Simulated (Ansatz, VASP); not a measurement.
Two plane-wave programs on HfO2

```
Hf O
1.0
     4.75011    0.00000    0.00000
     0.00000    4.75011    0.00000
     0.00000    0.00000    3.15657
Hf O
2 4
Direct
  0.00000 0.00000 0.00000
  0.50000 0.50000 0.50000
  0.19498 0.80502 0.50000
  0.30502 0.30502 0.00000
  0.69498 0.69498 0.00000
  0.80502 0.19498 0.50000
```

Change from the starting cell: mode 16 frozen in at +0.000 Å, equal normal strain along x, y and z -0.0167.

Alike in both runs: task single point; functional PBEsol; k mesh 6 × 6 × 8; occupations gaussian, width 0.05 eV; no spin polarisation.

```csv
,VASP,Ansatz
version,VASP 6.6.1,Ansatz 0.2.0
potentials or method,"VASP PAW PBE potentials, release 64 (Hf_pv, O), cutoff 520 eV","scalar-relativistic, plane waves, PAW"
valence electrons in the cell,44,76
```

```csv
,VASP,Ansatz,Ansatz less VASP
gap on the k mesh at the Fermi level (eV),4.03,4.08,+0.056
least direct gap on the mesh (eV),4.03,4.08,+0.056
pressure (GPa),9.9,12.9,+2.98
"traceless stress, the component that is largest in VASP (GPa)",1.91,2.34,+0.437
rms of the force components (eV/Å),0.059,0.084,+0.0241
```

VASP's potentials were made for PBE, not for PBEsol, and Ansatz warns of the same on its side. Atom by atom the forces differ by 0.024 eV/Å (rms over components). VASP's potentials hold 44 valence electrons a cell and Ansatz's 76, so a difference there can come from the potentials and not from the codes.

Spin-orbit coupling is off throughout.
